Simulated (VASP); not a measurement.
Here is a VASP 6.6.1 calculation.

File INCAR:

```
PREC     = Accurate       # precision mode
ENCUT    = 520            # plane-wave cutoff, eV
EDIFF    = 1E-6           # SCF threshold, eV
ISMEAR   = 0              # smearing method
SIGMA    = 0.1            # smearing width, eV
LREAL    = False          # projectors in reciprocal space
LASPH    = True           # aspherical terms in the spheres
NELM     = 60             # most SCF steps
ALGO     = Normal         # electronic algorithm
ISIF     = 2              # what is computed and relaxed
LWAVE    = False          # write WAVECAR
LCHARG   = False          # write CHGCAR
GGA      = PE             # functional
NBANDS   = 28             # bands
```

File KPOINTS:

```
regular mesh
0
Gamma
  3 3 8
```

Contents of POSCAR:

```
GaSi3S2
1.0
    8.3046480523      0.0000000000      0.0000000000
   -4.1523240261      7.1920361827      0.0000000000
    0.0000000000      0.0000000000      2.3781844711
Ga Si S
1 3 2
Direct
    0.0000000000      0.0000000000      0.0000000000
    0.5000000000      0.0000000000      0.5000000000
    0.0000000000      0.5000000000      0.5000000000
    0.5000000000      0.5000000000      0.5000000000
    0.3333333333      0.6666666667      0.5000000000
    0.6666666667      0.3333333333      0.5000000000
```

Potentials or basis: VASP PAW PBE potentials, release 64 (Ga_d, Si, S).

Command:

```console
$ cat potpaw_PBE.64/Ga_d/POTCAR potpaw_PBE.64/Si/POTCAR potpaw_PBE.64/S/POTCAR > POTCAR
$ mpirun -np 1 vasp_std > vasp.out
```

Problem. Estimate the pressure.

Solution. 0.0 GPa.

Stress tensor (GPa, compression positive):
```
 0.14  0.00  0.00
 0.00  0.14  0.00
 0.00  0.00 -0.37
```
